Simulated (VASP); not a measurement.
# C in VASP: single point with PBE

Aim: the single point of C with PBE.

Program: VASP 6.6.1. These are calculated values, not measurements. Logs are shortened: lines on timing, memory, paths and dates and some standing lists are left out, and cuts for length are marked.

**1. The cell of the first run**

The cell holds a wire or tube with vacuum around it, 11 atoms: a = 4.272 Å, b = 8.872 Å, c = 20.279 Å, α = 90.00°, β = 90.00°, γ = 103.93°.

**2. Single point, PBE**

INCAR

```
PREC     = Accurate       # precision mode
ENCUT    = 520            # plane-wave cutoff, eV
EDIFF    = 1E-6           # SCF threshold, eV
ISMEAR   = 0              # smearing method
SIGMA    = 0.1            # smearing width, eV
LREAL    = False          # projectors in reciprocal space
LASPH    = True           # aspherical terms in the spheres
NELM     = 100            # most SCF steps
ALGO     = Normal         # electronic algorithm
ISIF     = 2              # what is computed and relaxed
LWAVE    = False          # write WAVECAR
LCHARG   = False          # write CHGCAR
LDIPOL   = True         
IDIPOL   = 3            
DIPOL    = 0.5 0.5 0.317
GGA      = PE             # functional
NBANDS   = 33             # bands
```

KPOINTS

```
Automatic mesh
0
Gamma
  7 3 1
```

POSCAR

```
C
1.0
    4.2718357708      0.0000000000      0.0000000000
   -2.1359178854      8.6110540238      0.0000000000
    0.0000000000      0.0000000000     20.2788004813
C
11
Direct
    0.1564123854      0.9794914374      0.1972503257
    0.8230790520      0.9794914374      0.1972503257
    0.6461581040      0.9589828748      0.2574344554
    0.3128247708      0.9589828748      0.2574344554
    0.1338042252      0.9383827949      0.3175270426
    0.8045778963      0.9383825959      0.3175270455
    0.6222260098      0.9176685708      0.3778997975
    0.2954418906      0.9176685766      0.3778997213
    0.0947392957      0.8987953138      0.4329048587
    0.8040522437      0.8987946148      0.4329053136
    0.0947392957      1.1487953138      0.3203214243
```

Potentials or basis: VASP PAW PBE potentials, release 64 (C).

Run with:

```console
> cat potpaw_PBE.64/C/POTCAR > POTCAR
> mpirun -np 1 vasp_std > vasp.out
```

OUTCAR:

```text
PREC = Accurate
   ENCUT = 520
   EDIFF = 1E-6
   ISMEAR = 0
   LREAL = False
   LASPH = True
   NELM = 100
   ISIF = 2
   GGA = PE

 ion  position               nearest neighbor table
   1  0.156  0.979  0.197-   2 1.42   4 1.42
   2  0.823  0.979  0.197-   1 1.42   3 1.42
   3  0.646  0.959  0.257-   4 1.42   2 1.42   6 1.43
   4  0.313  0.959  0.257-   3 1.42   1 1.42   5 1.43
   5  0.134  0.938  0.318-   6 1.41   4 1.43   8 1.44  11 1.91
   6  0.805  0.938  0.318-   5 1.41   3 1.43   7 1.44  11 1.98
   7  0.622  0.918  0.378-  10 1.39   8 1.40   6 1.44
   8  0.295  0.918  0.378-   9 1.39   7 1.40   5 1.44
   9  0.095  0.899  0.433-  10 1.24   8 1.39
  10  0.804  0.899  0.433-   9 1.24   7 1.39
  11  0.095  0.149  0.320-   5 1.91   6 1.98

  LATTYP: Found a base centered orthorhombic cell.
 ALAT       =     4.2718357708
 B/A-ratio  =     4.0315473187
 C/A-ratio  =     4.7470927183

  Lattice vectors:

 A1 = (   2.1359178854,  -8.6110540238,   0.0000000000)
 A2 = (   2.1359178854,   8.6110540238,   0.0000000000)
 A3 = (   0.0000000000,   0.0000000000,  20.2788004813)

Analysis of symmetry for initial positions (statically):
=====================================================================
 Subroutine PRICEL returns:
 Original cell was already a primitive cell.

 Routine SETGRP: Setting up the symmetry group for a
 base centered orthorhombic supercell.

 Subroutine GETGRP returns: Found  1 space group operations
 (whereof  1 operations were pure point group operations)
 out of a pool of  8 trial point group operations.

The static configuration has the point symmetry C_1 .

Analysis of symmetry for dynamics (positions and initial velocities):
=====================================================================
 Subroutine PRICEL returns:
 Original cell was already a primitive cell.

 Routine SETGRP: Setting up the symmetry group for a
 base centered orthorhombic supercell.

 Subroutine GETGRP returns: Found  1 space group operations
 (whereof  1 operations were pure point group operations)
 out of a pool of  8 trial point group operations.

The dynamic configuration has the point symmetry C_1 .

 Subroutine INISYM returns: Found  1 space group operations
 (whereof  1 operations are pure point group operations),
 and found     1 'primitive' translations

----------------------------------------------------------------------------------------

                                     Primitive cell

  volume of cell :     745.9559

  direct lattice vectors                    reciprocal lattice vectors
     4.271835771  0.000000000  0.000000000     0.234091396  0.058064901  0.000000000
    -2.135917885  8.611054024  0.000000000     0.000000000  0.116129802  0.000000000
     0.000000000  0.000000000 20.278800481     0.000000000  0.000000000  0.049312581

  length of vectors
     4.271835771  8.872000711 20.278800481     0.241185229  0.116129802  0.049312581

  position of ions in fractional coordinates (direct lattice)
     0.156412385  0.979491437  0.197250326
     0.823079052  0.979491437  0.197250326
     0.646158104  0.958982875  0.257434455
     0.312824771  0.958982875  0.257434455
     0.133804225  0.938382795  0.317527043
     0.804577896  0.938382596  0.317527046
     0.622226010  0.917668571  0.377899797
     0.295441891  0.917668577  0.377899721
     0.094739296  0.898795314  0.432904859
     0.804052244  0.898794615  0.432905314
     0.094739296  0.148795314  0.320321424

  ion indices of the primitive-cell ions
   primitive index   ion index
                 1           1
                 2           2
                 3           3
                 4           4
                 5           5
                 6           6
                 7           7
                 8           8
                 9           9
                10          10
                11          11

----------------------------------------------------------------------------------------

 KPOINTS: Automatic mesh

Automatic generation of k-mesh.
 Grid dimensions read from file:
[... 32 lines left out ...]
 -----------------------------------------------------------------------------

 WARNING: IBZKPT: internal override: KBLOWUP is changed to .FALSE.
      ... skipping the blow-up phase ...

 Subroutine IBZKPT returns following result:
 ===========================================

 Found     11 irreducible k-points:

 Following reciprocal coordinates:
            Coordinates               Weight
  0.000000  0.000000  0.000000      1.000000
  0.142857 -0.000000  0.000000      2.000000
  0.285714  0.000000  0.000000      2.000000
  0.428571  0.000000  0.000000      2.000000
  0.000000  0.333333  0.000000      2.000000
  0.142857  0.333333  0.000000      2.000000
  0.285714  0.333333  0.000000      2.000000
  0.428571  0.333333  0.000000      2.000000
 -0.428571  0.333333  0.000000      2.000000
 -0.285714  0.333333  0.000000      2.000000
 -0.142857  0.333333  0.000000      2.000000
   k-points           NKPTS =     11   k-points in BZ     NKDIM =     11   number of bands    NBANDS=     33
   number of dos      NEDOS =    301   number of ions     NIONS =     11
   total plane-waves  NPLWV = 358400
   dimension x,y,z NGX =    32 NGY =   70 NGZ =  160
   dimension x,y,z NGXF=    64 NGYF=  140 NGZF=  320
   ions per type =              11
   NGX,Y,Z   is equivalent  to a cutoff of  12.45, 13.12, 13.12 a.u.
   NGXF,Y,Z  is equivalent  to a cutoff of  24.91, 26.23, 26.23 a.u.
 SYSTEM =  unknown system
   PREC   = accura    normal or accurate (medium, high low for compatibility)
   ISTART =      0    job   : 0-new  1-cont  2-samecut
   ICHARG =      2    charge: 1-file 2-atom 10-const
   ISPIN  =      1    spin polarized calculation?
   LNONCOLLINEAR =      F non collinear calculations
   LSORBIT =      F    spin-orbit coupling
   LASPH  =      T    aspherical Exc in radial PAW
   ENCUT  =  520.0 eV  38.22 Ry    6.18 a.u.   7.94 16.50 37.71*2*pi/ulx,y,z
   NELM   =    100;   NELMIN=  2; NELMDL= -5     # of ELM steps
   EDIFF  = 0.1E-05   stopping-criterion for ELM
   LREAL  =      F    real-space projection
   EDIFFG = 0.1E-04   stopping-criterion for IOM
   NSW    =      0    number of steps for IOM
   IBRION =     -1    ionic relax: 0-MD 1-quasi-New 2-CG
   NFREE  =      0    steps in history (QN), initial steepest desc. (CG)
   ISIF   =      2    stress and relaxation
   ISYM   =      2    0-nonsym 1-usesym 2-fastsym
   POTIM  = 0.5000    time-step for ionic-motion
   TEBEG  =    0.0;   TEEND  =   0.0 temperature during run
   PSTRESS=    0.0 pullay stress
   NELECT =      44.0000    total number of electrons
   NUPDOWN=      -1.0000    fix difference up-down
   EMIN   =  10.00;   EMAX   =-10.00  energy-range for DOS
   EFERMI =   0.00;   METHOD = LEGACY
   ISMEAR =     0;   SIGMA  =   0.10  broadening in eV -4-tet -1-fermi 0-gaus
   EFERMI_NEDOS =   21; number of points for ismear=-14 and -15
   IALGO  =     38    algorithm
   IMIX   =      4    mixing-type and parameters
     AMIX     =   0.40;   BMIX     =  1.00
     AMIX_MAG =   1.60;   BMIX_MAG =  1.00
  volume/ion in A,a.u.               =      67.81       457.63
  Fermi-wavevector in a.u.,A,eV,Ry     =   0.637267  1.204260  5.525449  0.406109
  Thomas-Fermi vector in A             =   1.702216
   LORBIT       =      0    0 simple, 1 ext, 2 COOP (PROOUT), +10 PAW based schemes
   GGA     = PE    functional components
   LHFCALC =     F    Hartree Fock is set to
   AEXX    =    0.0000 exact exchange contribution
   IVDW    =     0    specifies the selected vdW correction
   LEPSILON=     F    determine dielectric tensor
   LRPA    =     F    only Hartree local field effects (RPA)
 non-spin polarized calculation
 Gauss-broadening in eV      SIGMA  =   0.10
  energy-cutoff  :      520.00
  volume of cell :      745.96
 maximum number of plane-waves:     20148
   NGX = 15   NGY = 33   NGZ = 75

 dipolmoment           0.000000      0.000000      0.028729 electrons x Angstroem

 number of electron      44.0000000 magnetization

 dipolmoment           0.000000      0.000000     -0.138308 electrons x Angstroem

 Free energy of the ion-electron system (eV)
  ---------------------------------------------------
  ext. energy  EPLUGINS =         0.00000000
  ---------------------------------------------------
  free energy    TOTEN  =       -84.36951260 eV

  energy without entropy =      -84.30593767  energy(sigma->0) =      -84.33772513

 E-fermi :  -4.1590     XC(G=0):  -2.1874

 val. band max:       -4.1598379613   @ k =   0.1429   0.3333   0.0000
 cond. band min:      -4.1526156901   @ k =   0.0000   0.3333   0.0000
 fundamental gap:      0.0072222711
 Fermi energy:        -4.1590020179

 k-point     1 :       0.0000    0.0000    0.0000
  band No.  band energies     occupation
      1     -23.7715      2.00000
      2     -21.5352      2.00000
      3     -19.0106      2.00000
      4     -18.3816      2.00000
      5     -17.8887      2.00000
      6     -16.6346      2.00000
[... 385 lines left out ...]
     32       1.5314      0.00000
     33       1.8471      0.00000

------------------------ aborting loop because EDIFF is reached ----------------------------------------

 vacuum level on the upper side and lower side of the slab       (xc-potential included)        -0.404         0.259

  FORCE on cell =-STRESS in cart. coord.  units (eV):
  Direction    XX          YY          ZZ          XY          YZ          ZX
  --------------------------------------------------------------------------------------
  -------------------------------------------------------------------------------------
  Total        0.4858316     -2.9893748      3.6458029      0.0448834     -0.5776308      0.2110129
  in kB        1.0434777     -6.4206328      7.8305207      0.0964013     -1.2406458      0.4532173
  external PRESSURE =       0.8177885 kB  Pullay stress =       0.0000000 kB

 VOLUME and BASIS-vectors are now :
 -----------------------------------------------------------------------------
  energy-cutoff  :      520.00
  volume of cell :      745.96
      direct lattice vectors                 reciprocal lattice vectors
     4.271835771  0.000000000  0.000000000     0.234091396  0.058064901  0.000000000
    -2.135917885  8.611054024  0.000000000     0.000000000  0.116129802  0.000000000
     0.000000000  0.000000000 20.278800481     0.000000000  0.000000000  0.049312581

 POSITION                                       TOTAL-FORCE (eV/Angst)
 -----------------------------------------------------------------------------------
     -1.42395      8.43445      4.00000        -5.068843     -0.121696      0.810276
      1.42395      8.43445      4.00000         4.960626     -0.206456      0.907403
      0.71197      8.25785      5.22046        -0.585032      0.046470     -1.935520
     -0.71197      8.25785      5.22046         0.647532      0.082664     -1.867586
     -1.43272      8.08046      6.43907         0.513977      1.322835      0.073058
      1.43272      8.08046      6.43907        -0.533702      1.251315     -0.073589
      0.69798      7.90209      7.66335        -1.602853     -0.239909      0.700283
     -0.69799      7.90209      7.66335         1.633622     -0.272324      0.765351
     -1.51504      7.73958      8.77879        -0.003433     -0.124268      0.315451
      1.51503      7.73957      8.77880        -0.003500     -0.090171      0.315833
      0.08690      1.28128      6.49573         0.041604     -1.648460     -0.010960
 -----------------------------------------------------------------------------------
    total drift:                               -0.000077     -0.000232      0.000099

  FREE ENERGIE OF THE ION-ELECTRON SYSTEM (eV)
  ---------------------------------------------------
  free  energy   TOTEN  =       -84.3695125962 eV

  energy  without entropy=      -84.3059376737  energy(sigma->0) =      -84.33772513

 vacuum level on the upper side and lower side of the slab         1.004         1.682
```

It took 6.4 min on 1 thread of Intel Xeon 6975P-C (Granite Rapids), shared host; peak memory 0.74 GiB.

What came out:

```yaml
Free_energy: -84.3695 eV
Largest_force: 5.135 eV/Å
Band_gap_on_the_k_mesh: zero (bands 22 and 23 overlap by 0.19 eV)
```

Forces in eV/Å, atoms in the order of the input:
```
C   -5.069 -0.122  0.810
C    4.961 -0.206  0.907
C   -0.585  0.046 -1.936
C    0.648  0.083 -1.868
C    0.514  1.323  0.073
C   -0.534  1.251 -0.074
C   -1.603 -0.240  0.700
C    1.634 -0.272  0.765
C   -0.003 -0.124  0.315
C   -0.004 -0.090  0.316
C    0.042 -1.648 -0.011
```
